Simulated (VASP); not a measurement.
# MnO2 (R-3m) in VASP: single point with PBEsol+U

Aim: the single point of MnO2 with PBEsol+U.

Program: VASP 6.6.1. These are calculated values, not measurements. Logs are shortened: lines on timing, memory, paths and dates and some standing lists are left out, and cuts for length are marked.

## Step 1: The cell of the first run

The structure is trigonal, space group R-3m (No. 166). Conventional cell: a = 2.949 Å, b = 2.949 Å, c = 14.196 Å, α = 90.00°, β = 90.00°, γ = 120.00°. Mn (site symmetry -3m) has 6 O at 1.96 Å within 2.6 Å. O (site symmetry 3m) has 3 Mn at 1.96 Å and 3 O at 2.59 Å within 2.6 Å.

## Step 2: Single point, PBEsol+U, collinear spin, ferromagnetic start

INCAR reads:

```
PREC = Accurate
ENCUT = 520
EDIFF = 1E-6
ISMEAR = -1
SIGMA = 0.1
LREAL = False
LASPH = True
NELM = 150
ALGO = Normal
ISIF = 2
LWAVE = False
LCHARG = False
ISPIN = 2
MAGMOM = 4 0 0
LORBIT = 11
LMAXMIX = 4
LDAU = True
LDAUTYPE = 1
LDAUL = 2 -1
LDAUU = 6.9 0
LDAUJ = 0.9 0
LDAUPRINT = 1
GGA = PS
NBANDS = 24
```

KPOINTS reads:

```
regular mesh
0
Gamma
  12 12 12
```

POSCAR reads:

```
MnO2
1.0
    1.4745450467      0.8513286372      4.7319018542
   -1.4745450467      0.8513286372      4.7319018542
    0.0000000000     -1.7026572744      4.7319018542
Mn O
1 2
Direct
    0.0000000000      0.0000000000      0.0000000000
    0.2643640000      0.2643640000      0.2643640000
    0.7356360000      0.7356360000      0.7356360000
```

Potentials or basis: VASP PAW PBE potentials, release 64 (Mn_pv, O).

The run is started by

```console
cat potpaw_PBE.64/Mn_pv/POTCAR potpaw_PBE.64/O/POTCAR > POTCAR
mpirun -np 1 vasp_std > vasp.out
```

OUTCAR:

```text
PREC = Accurate
   ENCUT = 520
   EDIFF = 1E-6
   ISMEAR = -1
   LREAL = False
   LASPH = True
   NELM = 150
   ISIF = 2
   ISPIN = 2
   LORBIT = 11
   GGA = PS

 ion  position               nearest neighbor table
   1  0.000  0.000  0.000-   3 1.96   2 1.96   3 1.96   3 1.96   2 1.96   2 1.96
   2  0.264  0.264  0.264-   1 1.96   1 1.96   1 1.96
   3  0.736  0.736  0.736-   1 1.96   1 1.96   1 1.96

  LATTYP: Found a trigonal (rhomboedric) cell.
 ALAT       =     5.0289102896
 COS(alpha) =     0.8280515330

  Lattice vectors:

 A1 = (   1.4745450467,   0.8513286372,   4.7319018542)
 A2 = (  -1.4745450467,   0.8513286372,   4.7319018542)
 A3 = (   0.0000000000,  -1.7026572744,   4.7319018542)

Analysis of symmetry for initial positions (statically):
=====================================================================
 Subroutine PRICEL returns:
 Original cell was already a primitive cell.

 Routine SETGRP: Setting up the symmetry group for a
 trigonal (rhombohedral) supercell.

 Subroutine GETGRP returns: Found 12 space group operations
 (whereof 12 operations were pure point group operations)
 out of a pool of 12 trial point group operations.

The static configuration has the point symmetry D_3d.

Analysis of symmetry for dynamics (positions and initial velocities):
=====================================================================
 Subroutine PRICEL returns:
 Original cell was already a primitive cell.

 Routine SETGRP: Setting up the symmetry group for a
 trigonal (rhombohedral) supercell.

 Subroutine GETGRP returns: Found 12 space group operations
 (whereof 12 operations were pure point group operations)
 out of a pool of 12 trial point group operations.

The dynamic configuration has the point symmetry D_3d.

Analysis of structural, dynamic, and magnetic symmetry:
=====================================================================
 Subroutine PRICEL returns:
 Original cell was already a primitive cell.

 Routine SETGRP: Setting up the symmetry group for a
 trigonal (rhombohedral) supercell.

 Subroutine GETGRP returns: Found 12 space group operations
 (whereof 12 operations were pure point group operations)
 out of a pool of 12 trial point group operations.

The overall configuration has the point symmetry D_3d.

 Subroutine INISYM returns: Found 12 space group operations
 (whereof 12 operations are pure point group operations),
 and found     1 'primitive' translations

----------------------------------------------------------------------------------------

                                     Primitive cell

  volume of cell :      35.6404

  direct lattice vectors                    reciprocal lattice vectors
     1.474545047  0.851328637  4.731901854     0.339087640  0.195772419  0.070443839
    -1.474545047  0.851328637  4.731901854    -0.339087640  0.195772419  0.070443839
     0.000000000 -1.702657274  4.731901854     0.000000000 -0.391544838  0.070443839

  length of vectors
     5.028910290  5.028910290  5.028910116     0.397831123  0.397831123  0.397831239

  position of ions in fractional coordinates (direct lattice)
     0.000000000  0.000000000  0.000000000
     0.264364000  0.264364000  0.264364000
     0.735636000  0.735636000  0.735636000

  ion indices of the primitive-cell ions
   primitive index   ion index
                 1           1
                 2           2
                 3           3

----------------------------------------------------------------------------------------

 KPOINTS: regular mesh

[... 71 lines left out ...]
   IBRION =     -1    ionic relax: 0-MD 1-quasi-New 2-CG
   NFREE  =      0    steps in history (QN), initial steepest desc. (CG)
   ISIF   =      2    stress and relaxation
   ISYM   =      2    0-nonsym 1-usesym 2-fastsym
   POTIM  = 0.5000    time-step for ionic-motion
   TEBEG  =    0.0;   TEEND  =   0.0 temperature during run
   PSTRESS=    0.0 pullay stress
   NELECT =      25.0000    total number of electrons
   NUPDOWN=      -1.0000    fix difference up-down
   EMIN   =  10.00;   EMAX   =-10.00  energy-range for DOS
   EFERMI =   0.00;   METHOD = LEGACY
   ISMEAR =    -1;   SIGMA  =   0.10  broadening in eV -4-tet -1-fermi 0-gaus
   EFERMI_NEDOS =   21; number of points for ismear=-14 and -15
   IALGO  =     38    algorithm
   IMIX   =      4    mixing-type and parameters
     AMIX     =   0.40;   BMIX     =  1.00
     AMIX_MAG =   1.60;   BMIX_MAG =  1.00
  volume/ion in A,a.u.               =      11.88        80.17
  Fermi-wavevector in a.u.,A,eV,Ry     =   1.454590  2.748777 28.787663  2.115834
  Thomas-Fermi vector in A             =   2.571723
   LORBIT       =     11    0 simple, 1 ext, 2 COOP (PROOUT), +10 PAW based schemes
 LDA+U is selected, type is set to LDAUTYPE =  1
   angular momentum for each species LDAUL =     2   -1
   U (eV)           for each species LDAUU =   6.9  0.0
   J (eV)           for each species LDAUJ =   0.9  0.0
   GGA     = PS    functional components
   LHFCALC =     F    Hartree Fock is set to
   AEXX    =    0.0000 exact exchange contribution
   IVDW    =     0    specifies the selected vdW correction
   LEPSILON=     F    determine dielectric tensor
   LRPA    =     F    only Hartree local field effects (RPA)
 spin polarized calculation
  energy-cutoff  :      520.00
  volume of cell :       35.64
 maximum number of plane-waves:       989
 NGX is ok and might be reduce to    40
   NGX = 19   NGY = 19   NGZ = 19

atom =   1  type =  1  l = 2

 onsite density matrix

spin component  1

  0.8063  0.0000  0.0000 -0.1876 -0.0000
  0.0000  0.7488  0.0000  0.0000 -0.1876
  0.0000  0.0000  0.9657 -0.0000 -0.0000
 -0.1876  0.0000 -0.0000  0.7488  0.0000
 -0.0000 -0.1876 -0.0000  0.0000  0.8063

spin component  2

  0.1595  0.0000 -0.0000  0.1132 -0.0000
  0.0000  0.1779 -0.0000 -0.0000  0.1132
 -0.0000 -0.0000  0.0532  0.0000 -0.0000
  0.1132 -0.0000  0.0000  0.1779  0.0000
 -0.0000  0.1132 -0.0000  0.0000  0.1595

 occupancies and eigenvectors

  o =  0.0532  v =  0.0000  0.0000  0.0000  0.0000  0.0000  0.0000  0.0000 -1.0000 -0.0000 -0.0000      0.0000  0.0000  0.0000  0.0000  0.0000  0.0000  0.0000  0.0000  0.0000  0.0000
  o =  0.0551  v =  0.0000  0.0000  0.0000  0.0000  0.0000  0.0000 -0.6779 -0.0000  0.0000  0.7351      0.0000  0.0000  0.0000  0.0000  0.0000  0.0000  0.0000  0.0000  0.0000  0.0000
  o =  0.0551  v =  0.0000  0.0000  0.0000  0.0000  0.0000 -0.7351  0.0000 -0.0000  0.6779 -0.0000      0.0000  0.0000  0.0000  0.0000  0.0000  0.0000  0.0000  0.0000  0.0000  0.0000
  o =  0.2823  v =  0.0000  0.0000  0.0000  0.0000  0.0000  0.0000 -0.7351  0.0000  0.0000 -0.6779      0.0000  0.0000  0.0000  0.0000  0.0000  0.0000  0.0000  0.0000  0.0000  0.0000
  o =  0.2823  v =  0.0000  0.0000  0.0000  0.0000  0.0000 -0.6779  0.0000  0.0000 -0.7351  0.0000      0.0000  0.0000  0.0000  0.0000  0.0000  0.0000  0.0000  0.0000  0.0000  0.0000
  o =  0.5878  v =  0.0000 -0.7587 -0.0000  0.0000 -0.6514  0.0000  0.0000  0.0000  0.0000  0.0000      0.0000  0.0000  0.0000  0.0000  0.0000  0.0000  0.0000  0.0000  0.0000  0.0000
  o =  0.5878  v = -0.6514  0.0000  0.0000 -0.7587 -0.0000  0.0000  0.0000  0.0000  0.0000  0.0000      0.0000  0.0000  0.0000  0.0000  0.0000  0.0000  0.0000  0.0000  0.0000  0.0000
  o =  0.9657  v =  0.0000  0.0001 -1.0000  0.0000 -0.0002  0.0000  0.0000  0.0000  0.0000  0.0000      0.0000  0.0000  0.0000  0.0000  0.0000  0.0000  0.0000  0.0000  0.0000  0.0000
  o =  0.9673  v =  0.0000  0.6514  0.0002  0.0000 -0.7587  0.0000  0.0000  0.0000  0.0000  0.0000      0.0000  0.0000  0.0000  0.0000  0.0000  0.0000  0.0000  0.0000  0.0000  0.0000
  o =  0.9673  v = -0.7587  0.0000 -0.0000  0.6514  0.0000  0.0000  0.0000  0.0000  0.0000  0.0000      0.0000  0.0000  0.0000  0.0000  0.0000  0.0000  0.0000  0.0000  0.0000  0.0000

 number of electron      25.0000003 magnetization       2.9999909

 Free energy of the ion-electron system (eV)
  ---------------------------------------------------
  ext. energy  EPLUGINS =         0.00000000
  ---------------------------------------------------
  free energy    TOTEN  =       -21.26291372 eV

  energy without entropy =      -21.26274994  energy(sigma->0) =      -21.26283183

 E-fermi :   2.4969     XC(G=0): -10.5520

 val. band max:        1.8502675476   @ k =  -0.0833   0.0833   0.0833
 cond. band min:       3.1108087229   @ k =   0.5000   0.2500   0.2500
 fundamental gap:      1.2605411753
 Fermi energy:         2.4968728017

 spin component 1

 k-point     1 :       0.0000    0.0000    0.0000
  band No.  band energies     occupation
      1     -48.4107      1.00000
      2     -48.4107      1.00000
      3     -48.4100      1.00000
      4     -16.4362      1.00000
      5     -14.3348      1.00000
      6      -5.0182      1.00000
[... 1289 lines left out ...]
     23      22.1479      0.00000
     24      23.7529      0.00000

 [... further k-points ...]

------------------------ aborting loop because EDIFF is reached ----------------------------------------

  FORCE on cell =-STRESS in cart. coord.  units (eV):
  Direction    XX          YY          ZZ          XY          YZ          ZX
  --------------------------------------------------------------------------------------
  -------------------------------------------------------------------------------------
  Total       -2.1172222     -2.1172205     -1.5703281      0.0000000     -0.0000000      0.0000000
  in kB      -95.1776008    -95.1775242    -70.5925239      0.0000000     -0.0000000      0.0000000
  external PRESSURE =     -86.9825496 kB  Pullay stress =       0.0000000 kB

 VOLUME and BASIS-vectors are now :
 -----------------------------------------------------------------------------
  energy-cutoff  :      520.00
  volume of cell :       35.64
      direct lattice vectors                 reciprocal lattice vectors
     1.474545047  0.851328637  4.731901854     0.339087640  0.195772419  0.070443839
    -1.474545047  0.851328637  4.731901854    -0.339087640  0.195772419  0.070443839
     0.000000000 -1.702657274  4.731901854     0.000000000 -0.391544838  0.070443839

 POSITION                                       TOTAL-FORCE (eV/Angst)
 -----------------------------------------------------------------------------------
      0.00000      0.00000      0.00000         0.000000      0.000000      0.000000
      0.00000      0.00000      3.75283         0.000000      0.000000      0.795970
      0.00000      0.00000     10.44287         0.000000     -0.000000     -0.795970
 -----------------------------------------------------------------------------------
    total drift:                               -0.000000     -0.000000     -0.000000

  FREE ENERGIE OF THE ION-ELECTRON SYSTEM (eV)
  ---------------------------------------------------
  free  energy   TOTEN  =       -21.2629137160 eV

  energy  without entropy=      -21.2627499395  energy(sigma->0) =      -21.26283183

 total charge

# of ion       s       p       d       tot
------------------------------------------
    1        0.335   6.415   4.775  11.525
    2        1.578   3.366   0.000   4.943
    3        1.578   3.366   0.000   4.943
--------------------------------------------------
tot          3.491  13.146   4.775  21.412

 magnetization (x)

# of ion       s       p       d       tot
------------------------------------------
    1        0.032   0.043   3.344   3.418
    2        0.001  -0.208   0.000  -0.207
    3        0.001  -0.208   0.000  -0.207
--------------------------------------------------
tot          0.034  -0.374   3.344   3.004
```

Wall time 13 min (1 thread of AMD EPYC 7R13 (Zen 3), shared host); peak memory 0.41 GiB.

Results:

- Free energy: -21.2629 eV
- Pressure: -8.7 GPa
- Largest force: 0.796 eV/Å
- Band gap on the k mesh: 1.26 eV (least direct gap 1.46 eV)
- Net moment: 3.00 μB per cell
- Site moments: Mn +3.42; O -0.21 μB
- Valence electrons inside the program's atomic spheres: Mn 11.53; O 4.94

Forces in eV/Å, atoms in the order of the input:
```
Mn   0.000  0.000  0.000
O    0.000  0.000  0.796
O    0.000  0.000 -0.796
```

Stress tensor (GPa, compression positive):
```
-9.52  0.00  0.00
 0.00 -9.52  0.00
 0.00  0.00 -7.06
```

Eigenvalues of the final occupation matrices:
| site | spin | trace | eigenvalues |
| --- | --- | --- | --- |
| site 1 d | 1 | 4.08 | 0.59 0.59 0.97 0.97 0.97 |
| site 1 d | 2 | 0.73 | 0.05 0.06 0.06 0.28 0.28 |

Caveat: the cell stands under tension; the PAW data sets were made with another functional, which shifts forces and pressure a little; a cell with one magnetic atom can't hold antiferromagnetic order, which such compounds often take. A k mesh can miss the band edges.
